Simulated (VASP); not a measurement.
**MgBe2S3: single point with PBE**

Crystal: MgBe2S3.

```
Mg Be S
1.0
     3.34356    0.00000    0.00000
     0.00000    3.34356    0.00000
     0.00000    0.00000   11.39629
Mg Be S
1 2 3
Direct
  0.00000 0.00000 0.00000
  0.00000 0.50000 0.56965
  0.50000 0.00000 0.43035
  0.50000 0.50000 0.00000
  0.00000 0.50000 0.38875
  0.50000 0.00000 0.61125
```

```yaml
Program: VASP 6.6.1
Task: single point
Functional: PBE
Potentials_or_basis: VASP PAW PBE potentials, release 64 (Mg, Be, S)
Cutoff: 520 eV
k_mesh: 8 × 8 × 4
Occupations: gaussian, width 0.02 eV
Spin: no spin polarisation
Dipole_correction: no
Further_INCAR_settings: ALGO = Normal; EDIFF = 1e-06; NBANDS = 21
```

```json
{
 "Pressure": "0.0 GPa",
 "Largest force": "0.018 eV/Å",
 "Band gap on the k mesh": "1.03 eV, indirect (least direct gap 1.11 eV)"
}
```

Forces on the atoms (eV/Å):
```
Mg   0.000  0.000  0.000
Be   0.000  0.000 -0.001
Be   0.000  0.000  0.001
S    0.000  0.000  0.000
S    0.000  0.000 -0.018
S    0.000  0.000  0.018
```

Stress tensor (GPa, compression positive):
```
-0.07  0.00  0.00
 0.00 -0.07  0.00
 0.00  0.00  0.02
```

Levels at points of the mesh, in eV from the valence-band top:
```
           k point  band 10  band 11  band 12  band 13  band 14  band 15
(0.00, 0.00, 0.00)    -0.92    -0.38    -0.38     2.53     2.61     3.58
(0.50, 0.00, 0.00)    -0.74    -0.74     0.00     3.47     3.79     4.08
(0.50, 0.50, 0.00)    -2.91    -2.91    -0.08     1.03     1.03     2.94
(0.00, 0.00, 0.50)    -0.92    -0.38    -0.38     2.48     2.76     3.46
(0.50, 0.00, 0.50)    -0.74    -0.74     0.00     3.68     3.76     4.03
(0.50, 0.50, 0.50)    -2.90    -2.90    -0.08     1.03     1.03     2.96
```

Wall time 58 s on 1 thread of Intel(R) Xeon(R) 6975P-C (Granite Rapids) (shared host), peak memory 0.31 GiB.

A k mesh can miss the band edges. Expect the measured gap to be larger: semilocal functionals such as PBE lack the derivative discontinuity.
